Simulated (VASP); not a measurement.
Runs of VASP 6.6.1 on Ti. The structure is that of space group Fm-3m (No. 225), or close to it. The cells are those of the table. 

```tsv
task	cell	gap on the mesh (eV)	pressure (GPa)
single point	a = 2.663 Å, angles 60.0°, 1 atom	none	29.6
single point	a = 2.709 Å, angles 60.0°, 1 atom	none	19.7
relaxation of cell and atoms	relaxed to 20 GPa from a = 2.871 Å, angles 60.0°, 1 atom	none	19.8
single point	a = 2.764 Å, angles 60.0°, 1 atom	none	(a)
relaxation of cell and atoms	relaxed to 10 GPa from a = 2.871 Å, angles 60.0°, 1 atom	none	10.0
relaxation of cell and atoms	relaxed from a = 2.871 Å, angles 60.0°, 1 atom	none	0.0
single point	a = 2.833 Å, angles 60.0°, 1 atom	none	-0.2
relaxation of cell and atoms	relaxed to 30 GPa from a = 2.871 Å, angles 60.0°, 1 atom	none	30.2
```

Alike in all rows: level LDA; potentials or basis VASP PAW LDA potentials, release 64 (Ti_sv); no spin polarisation; k mesh 9 × 9 × 9; cutoff (eV) 500; smearing methfessel-paxton 0.1 eV.

Estimate the missing entries.

(a) 9.7.

Caveats: the cell is relaxed towards a set pressure, so the enthalpy falls and the energy may rise (some runs).

A gap of «none» marks levels without a gap at the run's occupations.
